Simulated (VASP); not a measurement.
# Zn5Sn7Ru4 (P1) in VASP: further runs

The runs below take Zn5Sn7Ru4 through single point, with PBEsol.

Everything below comes from runs of VASP 6.6.1. Logs are shortened: lines on timing, memory, paths and dates and some standing lists are left out, and cuts for length are marked.

## (1) The cell of the first run

The typed cell holds 16 atoms: a = 6.604 Å, b = 6.834 Å, c = 6.592 Å, α = 86.01°, β = 84.03°, γ = 93.94°.

## (2) Single point, PBEsol

The input, INCAR:

```
ALGO     = Normal         # electronic algorithm
EDIFF    = 1E-7           # SCF threshold, eV
ENCUT    = 520            # plane-wave cutoff, eV
GGA      = PS             # functional
ISIF     = 2              # what is computed and relaxed
ISMEAR   = 0              # smearing method
ISYM     = 0            
LASPH    = T              # aspherical terms in the spheres
LCHARG   = F              # write CHGCAR
LREAL    = Auto         
LWAVE    = F              # write WAVECAR
NBANDS   = 121            # bands
NELM     = 60             # most SCF steps
PREC     = Accurate       # precision mode
SIGMA    = 0.1            # smearing width, eV
```

The input, KPOINTS:

```
Automatic mesh
0
Gamma
  2 2 2
  0.5 0.5 0.5
```

The input, POSCAR:

```
Zn5Sn7Ru4
1.0
    6.5901655760     -0.2373814505      0.3482557506
   -0.2373814505      6.8259780995      0.2398794018
    0.3482557506      0.2398794018      6.5786306413
Zn Ru Sn
5 4 7
Direct
    0.3335330052      0.2722827196      0.2276733113
    0.7301162321      0.2221092738      0.2434047739
    0.1818009127      0.2502557931      0.7726510208
    0.6536013265      0.8488228766      0.3047512607
    0.7980150393      0.1766239755      0.6547129448
    0.4530086022      1.0835857777      0.5388765237
    0.2909626431      0.6983253188      0.2737459719
    0.2525873438      0.7180476022      0.7561451789
    0.7215110656      0.7977159796      0.6731597044
   -0.0425564418     -0.0826791179      0.9823195133
    0.4586613282      0.9976527943     -0.0535167257
    1.0433564009      0.4755849094      1.0690156539
    0.0817504315      0.9630987442      0.4584360528
    0.5783759684      0.5600457412     -0.0017536824
    0.9800041571      0.5293426609      0.5432203326
    0.4923501057      0.4850512562      0.5395361133
```

Potentials or basis: VASP PAW PBE potentials, release 64 (Zn, Ru_pv, Sn_d).

The run is started by

```sh
$ cat potpaw_PBE.64/Zn/POTCAR potpaw_PBE.64/Ru_pv/POTCAR potpaw_PBE.64/Sn_d/POTCAR > POTCAR
$ mpirun -np 1 vasp_std > vasp.out
```

OUTCAR:

```text
EDIFF = 1E-7
   ENCUT = 520
   GGA = PS
   ISIF = 2
   ISMEAR = 0
   ISYM = 0
   LASPH = T
   LREAL = Auto
   NELM = 60
   PREC = Accurate

 ion  position               nearest neighbor table
   1  0.334  0.272  0.228-   6 2.57   2 2.68  12 2.70  14 2.72  11 2.83  13 2.84  16 2.85   7 2.98

   2  0.730  0.222  0.243-   4 2.56   6 2.61   1 2.68  12 2.71   5 2.79  14 3.01  16 3.12  10 3.15
                            11 3.19  13 3.38
   3  0.182  0.250  0.773-   6 2.61  12 2.70   5 2.75  16 2.77  10 2.82  15 2.84  11 2.87  13 3.04
                             8 3.19
   4  0.654  0.849  0.305-   9 2.52   2 2.56   7 2.57   6 2.63  10 2.76  16 2.91  11 2.96  14 2.98
                            13 3.17
   5  0.798  0.177  0.655-   6 2.53   9 2.60  15 2.64  13 2.73   3 2.75   2 2.79  11 2.94  10 3.02
                            16 3.13
   6  0.453  0.084  0.539-   5 2.53   1 2.57   2 2.61   3 2.61   4 2.63  13 2.65  11 2.71  16 2.74
                             9 2.88   8 2.95
   7  0.291  0.698  0.274-   4 2.57  13 2.64  12 2.69  15 2.71  16 2.71  14 2.75  11 2.94   1 2.98
                             8 3.18  10 3.42
   8  0.253  0.718  0.756-  16 2.70  15 2.71  11 2.72  12 2.74  10 2.81  13 2.86   6 2.95  14 3.02
                             9 3.09   7 3.18   3 3.19
   9  0.722  0.798  0.673-   4 2.52   5 2.60  14 2.65  15 2.71  13 2.77  16 2.78  10 2.82  11 2.85
                             6 2.88   8 3.09
  10  0.957  0.917  0.982-   4 2.76   8 2.81   3 2.82   9 2.82   5 3.02  12 3.13   2 3.15  11 3.30
                            13 3.36  14 3.36  11 3.41   7 3.42  13 3.45
  11  0.459  0.998  0.946-   6 2.71   8 2.72   1 2.83   9 2.85   3 2.87   5 2.94   7 2.94   4 2.96
                            14 3.15   2 3.19  10 3.30  10 3.41
  12  0.043  0.476  0.069-   7 2.69   3 2.70   1 2.70   2 2.71   8 2.74  10 3.13  15 3.16  14 3.24
                            14 3.52  15 3.53
  13  0.082  0.963  0.458-   7 2.64   6 2.65   5 2.73   9 2.77   1 2.84   8 2.86  15 2.99   3 3.04
                             4 3.17  10 3.36   2 3.38  10 3.45
  14  0.578  0.560  0.998-   9 2.65   1 2.72   7 2.75   4 2.98   2 3.01   8 3.02  11 3.15  16 3.20
                            12 3.24  10 3.36  12 3.52  16 3.55
  15  0.980  0.529  0.543-   5 2.64   8 2.71   7 2.71   9 2.71   3 2.84  13 2.99  12 3.16  16 3.22
                            16 3.42  12 3.53
  16  0.492  0.485  0.540-   8 2.70   7 2.71   6 2.74   3 2.77   9 2.78   1 2.85   4 2.91   2 3.12
                             5 3.13  14 3.20  15 3.22  15 3.42  14 3.55

IMPORTANT INFORMATION: All symmetrisations will be switched off!
NOSYMM: (Re-)initialisation of all symmetry stuff for point group C_1.

----------------------------------------------------------------------------------------

                                     Primitive cell

  volume of cell :     294.3178

  direct lattice vectors                    reciprocal lattice vectors
     6.590165576 -0.237381451  0.348255751     0.152379652  0.005589822 -0.008270410
    -0.237381451  6.825978100  0.239879402     0.005589822  0.146892171 -0.005652102
     0.348255751  0.239879402  6.578630641    -0.008270410 -0.005652102  0.152651227

[... 108 lines left out ...]
   IMIX   =      4    mixing-type and parameters
     AMIX     =   0.40;   BMIX     =  1.00
     AMIX_MAG =   1.60;   BMIX_MAG =  1.00
  volume/ion in A,a.u.               =      18.39       124.13
  Fermi-wavevector in a.u.,A,eV,Ry     =   1.472111  2.781886 29.485334  2.167111
  Thomas-Fermi vector in A             =   2.587165
   LORBIT       =      0    0 simple, 1 ext, 2 COOP (PROOUT), +10 PAW based schemes
   GGA     = PS    functional components
   LHFCALC =     F    Hartree Fock is set to
   AEXX    =    0.0000 exact exchange contribution
   IVDW    =     0    specifies the selected vdW correction
   LEPSILON=     F    determine dielectric tensor
   LRPA    =     F    only Hartree local field effects (RPA)
 non-spin polarized calculation
 Gauss-broadening in eV      SIGMA  =   0.10
  energy-cutoff  :      520.00
  volume of cell :      294.32
 maximum number of plane-waves:      7930
 NGX is ok and might be reduce to    50
   NGX = 25   NGY = 25   NGZ = 25

 number of electron     214.0000015 magnetization

 Free energy of the ion-electron system (eV)
  ---------------------------------------------------
  ext. energy  EPLUGINS =         0.00000000
  ---------------------------------------------------
  free energy    TOTEN  =       -77.93983143 eV

  energy without entropy =      -77.91872738  energy(sigma->0) =      -77.92927941

 E-fermi :   8.3172     XC(G=0): -11.8659

 val. band max:        8.2477532822   @ k =   0.2500   0.2500   0.2500
 cond. band min:       8.3796338043   @ k =  -0.2500  -0.2500   0.2500
 fundamental gap:      0.1318805221
 Fermi energy:         8.3172118878

 k-point     1 :       0.2500    0.2500    0.2500
  band No.  band energies     occupation
      1     -33.9701      2.00000
      2     -33.9409      2.00000
      3     -33.9112      2.00000
      4     -33.8650      2.00000
      5     -33.8571      2.00000
      6     -33.8211      2.00000
[... 477 lines left out ...]
    118      11.3958      0.00000
    119      11.6801      0.00000
 [bands above 119 left out]

------------------------ aborting loop because EDIFF is reached ----------------------------------------

  FORCE on cell =-STRESS in cart. coord.  units (eV):
  Direction    XX          YY          ZZ          XY          YZ          ZX
  --------------------------------------------------------------------------------------
  -------------------------------------------------------------------------------------
  Total        0.2815123      0.3591289      0.2859123     -0.0886657     -0.0014941     -0.0050180
  in kB        1.5324678      1.9549891      1.5564204     -0.4826695     -0.0081336     -0.0273165
  external PRESSURE =       1.6812924 kB  Pullay stress =       0.0000000 kB

 VOLUME and BASIS-vectors are now :
 -----------------------------------------------------------------------------
  energy-cutoff  :      520.00
  volume of cell :      294.32
      direct lattice vectors                 reciprocal lattice vectors
     6.590165576 -0.237381451  0.348255751     0.152379652  0.005589822 -0.008270410
    -0.237381451  6.825978100  0.239879402     0.005589822  0.146892171 -0.005652102
     0.348255751  0.239879402  6.578630641    -0.008270410 -0.005652102  0.152651227

 POSITION                                       TOTAL-FORCE (eV/Angst)
 -----------------------------------------------------------------------------------
      2.21269      1.83404      1.67925        -0.009227      0.000996     -0.005167
      4.84363      1.40118      1.90882         0.006857      0.020315     -0.028643
      1.40777      1.85043      5.20633         0.001968      0.010990      0.017572
      4.21198      5.71200      2.43608         0.025258      0.000131     -0.021341
      5.44513      1.17325      4.62740         0.012839      0.002550      0.010468
      3.15323      0.59228      3.72288        -0.006719     -0.043310      0.007950
[... 8 lines left out ...]
      6.52191      3.51095      4.04192        -0.009222      0.006279     -0.009375
      3.31742      3.32350      3.83723         0.011150     -0.007091      0.001463
 -----------------------------------------------------------------------------------
    total drift:                               -0.020331      0.005453      0.015523

  FREE ENERGIE OF THE ION-ELECTRON SYSTEM (eV)
  ---------------------------------------------------
  free  energy   TOTEN  =       -77.9398314297 eV

  energy  without entropy=      -77.9187273807  energy(sigma->0) =      -77.92927941
```

stdout:

```text
POSCAR found type information on POSCAR ZnRuSn
 POSCAR found :  3 types and      16 ions
 scaLAPACK will be used
 -----------------------------------------------------------------------------
|                                                                             |
|                                                                             |
|     You enforced a specific xc type in the INCAR file but a different       |
|     I HOPE YOU KNOW WHAT YOU ARE DOING!                                     |
|                                                                             |
 -----------------------------------------------------------------------------

 LDA part: xc-table for (Slater+PW92), standard interpolation
 POSCAR, INCAR and KPOINTS ok, starting setup
 FFT: planning ... GRIDC
 FFT: planning ... GRID_SOFT
 FFT: planning ... GRID
 WAVECAR not read
 entering main loop
```

Run time: 9.5 min. Hardware: 1 thread of Oxide Virtual Turin-like, shared host; peak memory 0.37 GiB.

What came out:

| Property | Result |
| --- | --- |
| Free energy | -77.9398 eV |
| Pressure | 0.2 GPa |
| Largest force | 0.045 eV/Å |

Forces on the atoms (eV/Å):
```
Zn  -0.009  0.001 -0.005
Zn   0.007  0.020 -0.029
Zn   0.002  0.011  0.018
Zn   0.025  0.000 -0.021
Zn   0.013  0.003  0.010
Ru  -0.007 -0.043  0.008
Ru  -0.009  0.005  0.023
Ru   0.007 -0.005 -0.004
Ru   0.001 -0.015  0.010
Sn  -0.012  0.025 -0.004
Sn   0.004  0.010  0.004
Sn  -0.022 -0.008  0.016
Sn  -0.020 -0.011 -0.007
Sn   0.018  0.006 -0.013
Sn  -0.009  0.006 -0.009
Sn   0.011 -0.007  0.001
```

Caveat: the k points lie up to 0.48 Å⁻¹ apart; the PAW data sets were made with another functional, which shifts forces and pressure a little; spin-orbit coupling is left out, which moves the levels of the heavy elements.

(Part 1 of 2 ends here.)
